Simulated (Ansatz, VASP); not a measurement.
# One calculation of Ga2GeO, two programs

Contents of INCAR:

```
PREC = Accurate
ENCUT = 600
EDIFF = 1E-7
ISMEAR = 0
SIGMA = 0.1
LREAL = False
LASPH = True
NELM = 80
ALGO = Normal
ISIF = 3
LWAVE = False
LCHARG = False
GGA = PE
IBRION = 2
NSW = 90
EDIFFG = -0.04
```

KPOINTS

```
regular mesh
0
Gamma
  6 6 4
```

The input POSCAR:

```
Ga2GeO
1.0
    3.5686943900      0.0000000000      0.0000000000
   -1.7843472000      3.0905800000      0.0000000000
    0.0000000000      0.0000000000      4.8036610000
Ga Ge O
2 1 1
Direct
    0.0000000000      0.0000000000      0.7504820200
    0.0000000000      0.0000000000      0.2495179800
    0.6666666700      0.3333333300      0.5000000000
    0.3333333300      0.6666666700      0.0000000000
```

Input for Ansatz:

```yaml
crystal:
  lattice:
    - [3.56869439, 0.0, 0.0]
    - [-1.7843472, 3.09058, 0.0]
    - [0.0, 0.0, 4.803661]
  atoms:
    - { symbol: Ga, position: [0.0, 0.0, 0.75048202] }
    - { symbol: Ga, position: [0.0, 0.0, 0.24951798] }
    - { symbol: Ge, position: [0.66666667, 0.33333333, 0.5] }
    - { symbol: O, position: [0.33333333, 0.66666667, 0.0] }
basis:
  ecutwfc: 420
kpoints:
  mp_grid: { grid: [6, 6, 4] }
hamiltonian:
  xc: pbe
scf:
  occupations: { method: gaussian, width: 0.1 }
  lower_state_search: "off"
output:
  forces: true
  stress: true
  eigenvalues: true
relax:
  adjacent_minimum: "off"
  f_tol: 0.04
  max_steps: 70
  cell: { stress_tol: 0.4 }
```

Change from the starting cell: species swapped into the Co2SbTe type (P-6m2, No. 187).

Alike in both runs: task relaxation of cell and atoms; functional PBE; k mesh 6 × 6 × 4; occupations gaussian, width 0.1 eV; no spin polarisation.

|  | VASP | Ansatz |
| --- | --- | --- |
| version | VASP 6.6.1 | Ansatz 0.2.0 |
| potentials or method | VASP PAW PBE potentials, release 64 (Ga_d, Ge_d, O), cutoff 600 eV | scalar-relativistic, plane waves, PAW |
| valence electrons in the cell | 46 | 46 |

|  | VASP | Ansatz | Ansatz less VASP |
| --- | --- | --- | --- |
| gap on the k mesh at the Fermi level, each at its own relaxed structure (eV) | none | none | - |
| relaxed volume (Å³/atom) | 15.42 | 15.57 | +0.156 |
| relaxed cell length with the largest relative difference (Å) | 6.653 | 6.837 | +0.1841 |

A gap of «none» marks a metal or a gap that the smearing closes.

Noted on VASP's run: the volume moved by over 15 % at a fixed basis, so the end points are rough.
